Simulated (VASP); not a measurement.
Here is a VASP 6.6.1 calculation.

Contents of INCAR:

```
SYSTEM = KTaO3
PREC = Accurate
ENCUT = 520
EDIFF = 1E-6
ISMEAR = 0
SIGMA = 0.05
LREAL = .False.
LASPH = .True.
NELM = 100
ALGO = Normal
ISIF = 2
LWAVE = .False.
LCHARG = .True.
GGA = PS
LELF = .True.
LVHAR = .True.
NBANDS = 27
```

The input KPOINTS:

```
Automatic mesh
0
Gamma
  8 8 8
  0 0 0
```

POSCAR

```
KTaO3
1.0
    3.9283830862      0.0000000000      0.0000000000
    0.0000000000      3.9283830862      0.0000000000
    0.0000000000      0.0000000000      3.7736047926
K Ta O
1 1 3
Direct
    0.5000000000      0.5000000000      0.5000000000
    0.0000000000      0.0000000000      0.0000000000
    0.5000000000      0.0000000000      0.0000000000
    0.0000000000      0.5000000000      0.0000000000
    0.0000000000      0.0000000000      0.5000000000
```

Potentials or basis: VASP PAW PBE potentials, release 64 (K_sv, Ta_pv, O).

Command:

```console
$ cat potpaw_PBE.64/K_sv/POTCAR potpaw_PBE.64/Ta_pv/POTCAR potpaw_PBE.64/O/POTCAR > POTCAR
$ mpirun -np 1 vasp_std > vasp.out
```

(1) What does it give for the pressure?

(2) Estimate the band gap on the k mesh.

Answers

(1) 22.3 GPa.

(2) 2.18 eV, indirect (least direct gap 2.69 eV).

Caveat: the PAW data sets were made with another functional, which shifts forces and pressure a little; spin-orbit coupling is left out, which moves the levels of the heavy elements.
